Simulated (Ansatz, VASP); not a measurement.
# SiO2: VASP beside Ansatz

INCAR

```
SYSTEM = SiO2
ALGO     = Normal         ! electronic algorithm
EDIFF    = 1E-6           ! SCF threshold, eV
ENCUT    = 600            ! plane-wave cutoff, eV
GGA      = PE             ! functional
GGA_COMPAT= .FALSE.      
ISIF     = 2              ! what is computed and relaxed
ISMEAR   = -1             ! smearing method
LASPH    = .TRUE.         ! aspherical terms in the spheres
LCHARG   = .TRUE.         ! write CHGCAR
LELF     = .TRUE.         ! ELF
LREAL    = .FALSE.        ! projectors in reciprocal space
LVHAR    = .TRUE.       
LWAVE    = .FALSE.        ! write WAVECAR
NBANDS   = 44             ! bands
NELM     = 120            ! most SCF steps
PREC     = Accurate       ! precision mode
SIGMA    = 0.05           ! smearing width, eV
```

The input KPOINTS:

```
k-points
0
G
  10 10 7
  0 0 0
```

POSCAR

```
SiO2
1.0
    4.9820000000      0.0000000000      0.0000000000
    0.0000000000      4.9820000000      0.0000000000
    0.0000000000      0.0000000000      6.9630000000
Si O
4 8
Direct
    0.7989700000      0.2010300000      0.7500000000
    0.7010300000      0.7010300000      0.5000000000
    0.2010300000      0.7989700000      0.2500000000
    0.2989700000      0.2989700000      0.0000000000
    0.1034700000      0.2398900000      0.8218700000
    0.2601100000      0.6034700000      0.0718700000
    0.8965300000      0.7601100000      0.3218700000
    0.7398900000      0.3965300000      0.5718700000
    0.6034700000      0.2601100000      0.9281300000
    0.7601100000      0.8965300000      0.6781300000
    0.3965300000      0.7398900000      0.4281300000
    0.2398900000      0.1034700000      0.1781300000
```

File input.yaml:

```yaml
crystal:
  lattice:
    - [4.982, 0.0, 0.0]
    - [0.0, 4.982, 0.0]
    - [0.0, 0.0, 6.963]
  atoms:
    - { symbol: Si, position: [0.79897, 0.20103, 0.75] }
    - { symbol: Si, position: [0.70103, 0.70103, 0.5] }
    - { symbol: Si, position: [0.20103, 0.79897, 0.25] }
    - { symbol: Si, position: [0.29897, 0.29897, 0.0] }
    - { symbol: O, position: [0.10347, 0.23989, 0.82187] }
    - { symbol: O, position: [0.26011, 0.60347, 0.07187] }
    - { symbol: O, position: [0.89653, 0.76011, 0.32187] }
    - { symbol: O, position: [0.73989, 0.39653, 0.57187] }
    - { symbol: O, position: [0.60347, 0.26011, 0.92813] }
    - { symbol: O, position: [0.76011, 0.89653, 0.67813] }
    - { symbol: O, position: [0.39653, 0.73989, 0.42813] }
    - { symbol: O, position: [0.23989, 0.10347, 0.17813] }
hamiltonian:
  xc: pbe
  pseudopotentials: { kind: paw }
kpoints:
  mp_grid: { grid: [10, 10, 7] }
scf:
  occupations: { method: fermi_dirac, width: 0.05 }
output:
  forces: true
  stress: true
  eigenvalues: true
```

Alike in both runs: task single point; functional PBE; k mesh 10 × 10 × 7; occupations fermi-dirac, width 0.05 eV; no spin polarisation.

|  | VASP | Ansatz |
| --- | --- | --- |
| version | VASP 6.6.1 | Ansatz 0.2.0 |
| potentials or method | VASP PAW PBE potentials, release 64 (Si, O) | Ansatz PAW |
| plane-wave cutoff (eV) | 600 | 420 |
| valence electrons in the cell | 64 | 64 |

```tsv
	VASP	Ansatz	Ansatz less VASP
gap on the k mesh at the Fermi level (eV)	5.76	5.76	-0.003
least direct gap on the mesh (eV)	5.76	5.76	-0.003
pressure (GPa)	6.2	6.3	+0.11
traceless stress, the component that is largest in VASP (GPa)	0.41	0.43	+0.023
rms of the force components (eV/Å)	0.198	0.199	+0.0007
```

Atom by atom the forces differ by 0.010 eV/Å (rms over components). The functional is the same, so the differences come from potentials, cutoffs and numerics.

Noted on Ansatz's run: odd divisions of the mesh miss points on the zone boundary, where band edges often lie, so the gap on the mesh can be too wide.
